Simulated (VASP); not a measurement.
# PrHRh3 (P4/mmm) in VASP: relaxation of cell and atoms with PBE

Aim: the relaxation of cell and atoms of PrHRh3 with PBE.

Everything below comes from runs of VASP 6.6.1. Logs are shortened: lines on timing, memory, paths and dates and some standing lists are left out, and cuts for length are marked.

## 1. The cell of the first run

It takes space group P4/mmm (No. 123, tetragonal). The conventional cell has a = 3.618 Å, b = 3.618 Å, c = 6.887 Å, α = 90.00°, β = 90.00°, γ = 90.00°. Within 2.5 Å of Pr (site symmetry 4/mmm) lie 2 Rh at 1.89 Å. Within 2.1 Å of H (site symmetry 4/mmm) lie 2 Rh at 1.56 Å. Within 2.1 Å of Rh (site symmetry 4mm) lie 1 H at 1.56 Å and 1 Pr at 1.89 Å. Within 3.4 Å of Rh (site symmetry 4/mmm) lie 4 H at 2.56 Å and 8 Rh at 2.99 Å.

The cell was generated, and may not be a known phase.

## 2. Relaxation of cell and atoms, PBE

Input file INCAR:

```
PREC = Accurate
ENCUT = 500
EDIFF = 1E-7
ISMEAR = 0
SIGMA = 0.2
LREAL = F
LASPH = T
NELM = 200
ALGO = Normal
ISIF = 3
LWAVE = F
LCHARG = F
GGA = PE
IBRION = 2
NSW = 36
EDIFFG = -0.08
GGA_COMPAT = F
NELMIN = 4
LMAXMIX = 6
```

Input file KPOINTS:

```
regular mesh
0
Gamma
  5 5 3
```

Input file POSCAR:

```
PrHRh3
1.0
    3.6183061400      0.0000000000      0.0000000000
    0.0000000000      3.6183061400      0.0000000000
    0.0000000000      0.0000000000      6.8872759700
Pr H Rh
1 1 3
Direct
    0.5000000000      0.5000000000      0.0000000000
    0.5000000000      0.5000000000      0.5000000000
    0.5000000000      0.5000000000      0.7257999600
    0.5000000000      0.5000000000      0.2742000400
    0.0000000000      0.0000000000      0.5000000000
```

Potentials or basis: VASP PAW PBE potentials, release 64 (Pr_3, H, Rh_pv), 4f in core.

Launch:

```console
cat potpaw_PBE.64/Pr_3/POTCAR potpaw_PBE.64/H/POTCAR potpaw_PBE.64/Rh_pv/POTCAR > POTCAR
mpirun -np 1 vasp_std > vasp.out
```

OUTCAR:

```text
PREC = Accurate
   ENCUT = 500
   EDIFF = 1E-7
   ISMEAR = 0
   LREAL = F
   LASPH = T
   NELM = 200
   ISIF = 3
   GGA = PE
   IBRION = 2
   NSW = 36
   EDIFFG = -0.08
   NELMIN = 4

 ion  position               nearest neighbor table
   1  0.500  0.500  0.000-   3 1.89   4 1.89
   2  0.500  0.500  0.500-   3 1.56   4 1.56
   3  0.500  0.500  0.726-   2 1.56   1 1.89   5 2.99   5 2.99   5 2.99   5 2.99   4 3.11
   4  0.500  0.500  0.274-   2 1.56   1 1.89   5 2.99   5 2.99   5 2.99   5 2.99   3 3.11
   5  0.000  0.000  0.500-   3 2.99   4 2.99   3 2.99   4 2.99   3 2.99   4 2.99   3 2.99   4 2.99

  LATTYP: Found a simple tetragonal cell.
 ALAT       =     3.6183061400
 C/A-ratio  =     1.9034530809

  Lattice vectors:

 A1 = (   3.6183061400,   0.0000000000,   0.0000000000)
 A2 = (   0.0000000000,   3.6183061400,   0.0000000000)
 A3 = (   0.0000000000,   0.0000000000,   6.8872759700)

Analysis of symmetry for initial positions (statically):
=====================================================================
 Subroutine PRICEL returns:
 Original cell was already a primitive cell.

 Routine SETGRP: Setting up the symmetry group for a
 simple tetragonal supercell.

 Subroutine GETGRP returns: Found 16 space group operations
 (whereof 16 operations were pure point group operations)
 out of a pool of 16 trial point group operations.

The static configuration has the point symmetry D_4h.

Analysis of symmetry for dynamics (positions and initial velocities):
=====================================================================
 Subroutine PRICEL returns:
 Original cell was already a primitive cell.

 Routine SETGRP: Setting up the symmetry group for a
 simple tetragonal supercell.

 Subroutine GETGRP returns: Found 16 space group operations
 (whereof 16 operations were pure point group operations)
 out of a pool of 16 trial point group operations.

The dynamic configuration has the point symmetry D_4h.

 Subroutine INISYM returns: Found 16 space group operations
 (whereof 16 operations are pure point group operations),
 and found     1 'primitive' translations

----------------------------------------------------------------------------------------

                                     Primitive cell

  volume of cell :      90.1692

  direct lattice vectors                    reciprocal lattice vectors
     3.618306140  0.000000000  0.000000000     0.276372413  0.000000000  0.000000000
     0.000000000  3.618306140  0.000000000     0.000000000  0.276372413  0.000000000
     0.000000000  0.000000000  6.887275970     0.000000000  0.000000000  0.145195285

  length of vectors
     3.618306140  3.618306140  6.887275970     0.276372413  0.276372413  0.145195285

  position of ions in fractional coordinates (direct lattice)
     0.500000000  0.500000000  0.000000000
     0.500000000  0.500000000  0.500000000
     0.500000000  0.500000000  0.725799960
     0.500000000  0.500000000  0.274200040
     0.000000000  0.000000000  0.500000000

  ion indices of the primitive-cell ions
   primitive index   ion index
                 1           1
                 2           2
                 3           3
                 4           4
                 5           5

----------------------------------------------------------------------------------------

 KPOINTS: regular mesh

Automatic generation of k-mesh.
 Grid dimensions read from file:
 generate k-points for:    5    5    3

 Generating k-lattice:

  Cartesian coordinates                     Fractional coordinates (reciprocal lattice)
     0.055274483  0.000000000  0.000000000     0.200000000  0.000000000  0.000000000
     0.000000000  0.055274483  0.000000000     0.000000000  0.200000000  0.000000000
     0.000000000  0.000000000  0.048398428     0.000000000  0.000000000  0.333333333

  Length of vectors
     0.055274483  0.055274483  0.048398428

  Shift w.r.t. Gamma in fractional coordinates (k-lattice)
     0.000000000  0.000000000  0.000000000

 Subroutine IBZKPT returns following result:
 ===========================================

 Found     12 irreducible k-points:

 Following reciprocal coordinates:
            Coordinates               Weight
  0.000000  0.000000  0.000000      1.000000
  0.200000  0.000000  0.000000      4.000000
  0.400000  0.000000  0.000000      4.000000
  0.200000  0.200000  0.000000      4.000000
  0.400000  0.200000  0.000000      8.000000
  0.400000  0.400000  0.000000      4.000000
  0.000000  0.000000  0.333333      2.000000
  0.200000  0.000000  0.333333      8.000000
  0.400000  0.000000  0.333333      8.000000
  0.200000  0.200000  0.333333      8.000000
  0.400000  0.200000  0.333333     16.000000
  0.400000  0.400000  0.333333      8.000000
   k-points           NKPTS =     12   k-points in BZ     NKDIM =     12   number of bands    NBANDS=     34
   number of dos      NEDOS =    301   number of ions     NIONS =      5
   total plane-waves  NPLWV =  39200
   dimension x,y,z NGX =    28 NGY =   28 NGZ =   50
   dimension x,y,z NGXF=    56 NGYF=   56 NGZF=  100
   ions per type =               1   1   3
   NGX,Y,Z   is equivalent  to a cutoff of  12.86, 12.86, 12.07 a.u.
   NGXF,Y,Z  is equivalent  to a cutoff of  25.73, 25.73, 24.14 a.u.
 SYSTEM =  unknown system
   PREC   = accura    normal or accurate (medium, high low for compatibility)
   ISTART =      0    job   : 0-new  1-cont  2-samecut
   ICHARG =      2    charge: 1-file 2-atom 10-const
   ISPIN  =      1    spin polarized calculation?
   LNONCOLLINEAR =      F non collinear calculations
   LSORBIT =      F    spin-orbit coupling
   LASPH  =      T    aspherical Exc in radial PAW
   ENCUT  =  500.0 eV  36.75 Ry    6.06 a.u.   6.60  6.60 12.56*2*pi/ulx,y,z
   NELM   =    200;   NELMIN=  4; NELMDL= -5     # of ELM steps
   EDIFF  = 0.1E-06   stopping-criterion for ELM
   LREAL  =      F    real-space projection
   EDIFFG = -.8E-01   stopping-criterion for IOM
   NSW    =     36    number of steps for IOM
   IBRION =      2    ionic relax: 0-MD 1-quasi-New 2-CG
   NFREE  =      1    steps in history (QN), initial steepest desc. (CG)
   ISIF   =      3    stress and relaxation
   ISYM   =      2    0-nonsym 1-usesym 2-fastsym
   POTIM  = 0.5000    time-step for ionic-motion
   TEBEG  =    0.0;   TEEND  =   0.0 temperature during run
   PSTRESS=    0.0 pullay stress
   NELECT =      57.0000    total number of electrons
   NUPDOWN=      -1.0000    fix difference up-down
   EMIN   =  10.00;   EMAX   =-10.00  energy-range for DOS
   EFERMI =   0.00;   METHOD = LEGACY
   ISMEAR =     0;   SIGMA  =   0.20  broadening in eV -4-tet -1-fermi 0-gaus
   EFERMI_NEDOS =   21; number of points for ismear=-14 and -15
   IALGO  =     38    algorithm
   IMIX   =      4    mixing-type and parameters
     AMIX     =   0.40;   BMIX     =  1.00
     AMIX_MAG =   1.60;   BMIX_MAG =  1.00
  volume/ion in A,a.u.               =      18.03       121.70
  Fermi-wavevector in a.u.,A,eV,Ry     =   1.405013  2.655090 26.858747  1.974062
  Thomas-Fermi vector in A             =   2.527517
   LORBIT       =      0    0 simple, 1 ext, 2 COOP (PROOUT), +10 PAW based schemes
   GGA     = PE    functional components
   LHFCALC =     F    Hartree Fock is set to
   AEXX    =    0.0000 exact exchange contribution
   IVDW    =     0    specifies the selected vdW correction
   LEPSILON=     F    determine dielectric tensor
   LRPA    =     F    only Hartree local field effects (RPA)
 conjugate gradient relaxation of ions
 non-spin polarized calculation
 Gauss-broadening in eV      SIGMA  =   0.20
  energy-cutoff  :      500.00
  volume of cell :       90.17
 maximum number of plane-waves:      2309
 NGX is ok and might be reduce to    28
   NGX = 13   NGY = 13   NGZ = 25

--------------------------------------- Ionic step        1  -------------------------------------------

 number of electron      57.0000023 magnetization

 Free energy of the ion-electron system (eV)
  ---------------------------------------------------
  ext. energy  EPLUGINS =         0.00000000
  ---------------------------------------------------
  free energy    TOTEN  =       -16.18998733 eV

  energy without entropy =      -16.08708423  energy(sigma->0) =      -16.13853578

------------------------ aborting loop because EDIFF is reached ----------------------------------------

  FORCE on cell =-STRESS in cart. coord.  units (eV):
  Direction    XX          YY          ZZ          XY          YZ          ZX
  --------------------------------------------------------------------------------------
  -------------------------------------------------------------------------------------
  Total       -3.0180860     -3.0180860    106.8516146      0.0000000      0.0000000      0.0000000
  in kB      -53.6270733    -53.6270733   1898.6003988      0.0000000      0.0000000      0.0000000
  external PRESSURE =     597.1154174 kB  Pullay stress =       0.0000000 kB
[... 98 lines left out ...]
  FREE ENERGIE OF THE ION-ELECTRON SYSTEM (eV)
  ---------------------------------------------------
  free  energy   TOTEN  =        -3.4121341321 eV

  energy  without entropy=       -3.1608664449  energy(sigma->0) =       -3.28650029

 E-fermi :   4.0993     XC(G=0):  -9.7089

 val. band max:        4.0800448561   @ k =   0.2000   0.0000   0.3333
 cond. band min:       4.1099086321   @ k =   0.2000   0.0000   0.3333
 fundamental gap:      0.0298637760
 Fermi energy:         4.0992748558

 k-point     1 :       0.0000    0.0000    0.0000
  band No.  band energies     occupation
      1     -46.4231      2.00000
      2     -42.4317      2.00000
      3     -42.1942      2.00000
      4     -42.1942      2.00000
      5     -41.7410      2.00000
      6     -41.7410      2.00000
[... 433 lines left out ...]
     33       5.9605      0.00000
     34       6.8910      0.00000

 E-fermi :   3.6352     XC(G=0):  -9.5501

 val. band max:        3.6322128298   @ k =   0.4000   0.0000   0.0000
 cond. band min:       3.6493603087   @ k =   0.4000   0.2000   0.3333
 fundamental gap:      0.0171474789
 Fermi energy:         3.6351883153

 k-point     1 :       0.0000    0.0000    0.0000
  band No.  band energies     occupation
      1     -42.8837      2.00000
      2     -42.4761      2.00000
      3     -42.4761      2.00000
      4     -42.2788      2.00000
      5     -42.1361      2.00000
      6     -41.9259      2.00000
[... 433 lines left out ...]
     33       5.7669      0.00000
     34       6.8786      0.00000

[... ionic steps 4 to 25 ...]

--------------------------------------- Ionic step       26  -------------------------------------------

 number of electron      56.9999990 magnetization

------------------------ aborting loop because EDIFF is reached ----------------------------------------
[... 73 lines left out ...]
--------------------------------------- Ionic step       28  -------------------------------------------

 number of electron      57.0000007 magnetization

 Free energy of the ion-electron system (eV)
  ---------------------------------------------------
  ext. energy  EPLUGINS =         0.00000000
  ---------------------------------------------------
  free energy    TOTEN  =       -27.90665661 eV

  energy without entropy =      -27.72836693  energy(sigma->0) =      -27.81751177

 E-fermi :   7.6484     XC(G=0): -12.1000

 val. band max:        7.6097048495   @ k =   0.4000   0.2000   0.3333
 cond. band min:       7.6490807057   @ k =   0.4000   0.2000   0.0000
 fundamental gap:      0.0393758563
 Fermi energy:         7.6483990410

 k-point     1 :       0.0000    0.0000    0.0000
  band No.  band energies     occupation
      1     -38.7732      2.00000
      2     -38.7657      2.00000
      3     -38.7657      2.00000
      4     -38.4747      2.00000
      5     -38.3840      2.00000
      6     -38.2602      2.00000
[... 465 lines left out ...]
  FREE ENERGIE OF THE ION-ELECTRON SYSTEM (eV)
  ---------------------------------------------------
  free  energy   TOTEN  =       -27.9066566123 eV

  energy  without entropy=      -27.7283669303  energy(sigma->0) =      -27.81751177

 reached required accuracy - stopping structural energy minimisation
```

Wall time 27 min (1 thread of Intel Xeon Platinum 8375C at 2.90GHz (Ice Lake), shared host); peak memory 0.21 GiB.

What came out:

| Item | Value |
| --- | --- |
| Free energy | -27.9067 eV |
| Relaxed volume | 15.60 Å³/atom |
| Relaxed cell | a = 2.935 Å, b = 2.935 Å, c = 9.055 Å, α = 90.00°, β = 90.00°, γ = 90.00° |
| Space group after relaxing (to 0.1 Å) | P4/mmm (No. 123) |
| Pressure after relaxing | -0.1 GPa |
| Largest force after relaxing | 0.055 eV/Å |
| Band gap on the k mesh | zero (an odd number of electrons rules out a gap without spin polarisation) |

Forces on the atoms (eV/Å):
```
Pr   0.000  0.000  0.000
H    0.000  0.000  0.000
Rh   0.000  0.000  0.055
Rh   0.000  0.000 -0.055
Rh   0.000  0.000  0.000
```

Final structure:
```
CELL_PARAMETERS angstrom
2.93524 0.00000 0.00000
0.00000 2.93524 0.00000
0.00000 0.00000 9.05458
ATOMIC_POSITIONS crystal
Pr 0.50000 0.50000 0.00000
H 0.50000 0.50000 0.50000
Rh 0.50000 0.50000 0.70328
Rh 0.50000 0.50000 0.29672
Rh 0.00000 0.00000 0.50000
```

Levels at points of the mesh, in eV from the Fermi level:
```
           k point  band 25  band 26  band 27  band 28  band 29  band 30  band 31  band 32  band 33  band 34
(0.00, 0.00, 0.00)    -1.36    -1.27    -1.27    -1.24    -0.24    -0.10    -0.04    -0.04     0.19     3.15
```

Caveat: a cell axis changed by over 15 % at a fixed basis, so the end point is rough; spin-orbit coupling is left out, which moves the levels of the heavy elements; the 4f electrons are frozen in the core, so they carry no moment and show no levels; the relaxation stopped at a loose force limit of 0.08 eV/Å, so its end isn't a converged minimum. Spin polarisation is off, so any magnetic state and its effect on volume and gap are missing.

The gap in the log of VASP goes by the Fermi energy; the results here count the filled bands.